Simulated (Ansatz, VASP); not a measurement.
# Nb2PdSe5: VASP beside Ansatz

The input INCAR:

```
SYSTEM = Nb2PdSe5
PREC = Accurate ; ENCUT = 520
EDIFF = 1E-6 ; ISMEAR = 0
SIGMA = 0.1 ; LREAL = .False.
LASPH = .True. ; NELM = 150
ALGO = Normal ; ISIF = 2
LWAVE = .False. ; LCHARG = .False.
ISPIN = 2 ; MAGMOM = 0 0 1 0 0 0 0 0
LORBIT = 11 ; LMAXMIX = 4
GGA = PE ; NBANDS = 47
```

The input KPOINTS:

```
regular mesh
0
Gamma
  4 4 4
  0 0 0
```

File POSCAR:

```
Nb2PdSe5
1.0
   -2.3963729560      3.6269333643      5.3062031531
    2.3963729560     -3.6269333643      5.3062031531
    2.3963729560      3.6269333643     -5.3062031531
Nb Pd Se
2 1 5
Direct
    0.3493475439      0.3493475439      0.0000000000
    0.6506524561      0.6506524561      0.0000000000
    0.5000000000      0.0000000000      0.5000000000
    0.2344174430      0.5000000000      0.7344174430
    0.7655825570      0.5000000000      0.2655825570
    0.2685607151      0.7685607151      0.5000000000
    0.7314392849      0.2314392849      0.5000000000
    0.0000000000      0.0000000000      0.0000000000
```

Input for Ansatz:

```yaml
crystal:
  lattice:
    - [-2.396372956, 3.6269333643, 5.3062031531]
    - [2.396372956, -3.6269333643, 5.3062031531]
    - [2.396372956, 3.6269333643, -5.3062031531]
  atoms:
    - { symbol: Nb, position: [0.3493475439, 0.3493475439, 0.0] }
    - { symbol: Nb, position: [0.6506524561, 0.6506524561, 0.0] }
    - { symbol: Pd, position: [0.5, 0.0, 0.5], spin: 1.0 }
    - { symbol: Se, position: [0.234417443, 0.5, 0.734417443] }
    - { symbol: Se, position: [0.765582557, 0.5, 0.265582557] }
    - { symbol: Se, position: [0.2685607151, 0.7685607151, 0.5] }
    - { symbol: Se, position: [0.7314392849, 0.2314392849, 0.5] }
    - { symbol: Se, position: [0.0, 0.0, 0.0] }
basis:
  ecutwfc: 420
kpoints:
  mp_grid: { grid: [4, 4, 4] }
hamiltonian:
  xc: pbe
scf:
  occupations: { method: gaussian, width: 0.1 }
  lower_state_search: "off"
output:
  forces: true
  stress: true
  eigenvalues: true
  populations: true
magnetization:
  spin_polarized: true
```

Alike in both runs: task single point; functional PBE; k mesh 4 × 4 × 4; occupations gaussian, width 0.1 eV; collinear spin.

|  | VASP | Ansatz |
| --- | --- | --- |
| version | VASP 6.6.1 | Ansatz 0.2.0 |
| potentials or method | VASP PAW PBE potentials, release 64 (Nb_sv, Pd, Se), cutoff 520 eV | scalar-relativistic, plane waves, PAW |
| valence electrons in the cell | 66 | 124 |

```csv
,VASP,Ansatz,Ansatz less VASP
gap on the k mesh at the Fermi level (eV),none,none,-
pressure (GPa),0.2,0.2,+0.02
"traceless stress, the component that is largest in VASP (GPa)",-0.52,-0.49,+0.032
rms of the force components (eV/Å),0.075,0.073,-0.0019
net moment per atom (μB),0.00,0.00,0.000
```

Atom by atom the forces differ by 0.004 eV/Å (rms over components). A gap of «none» marks a metal or a gap that the smearing closes. With one functional, cell and mesh, what is left measures potentials, basis and numerics. VASP's potentials hold 66 valence electrons a cell and Ansatz's 124, so a difference there can come from the potentials and not from the codes. Ansatz's warnings: seeded moment not kept.

The k mesh is coarse, so the values compare programs but aren't converged.
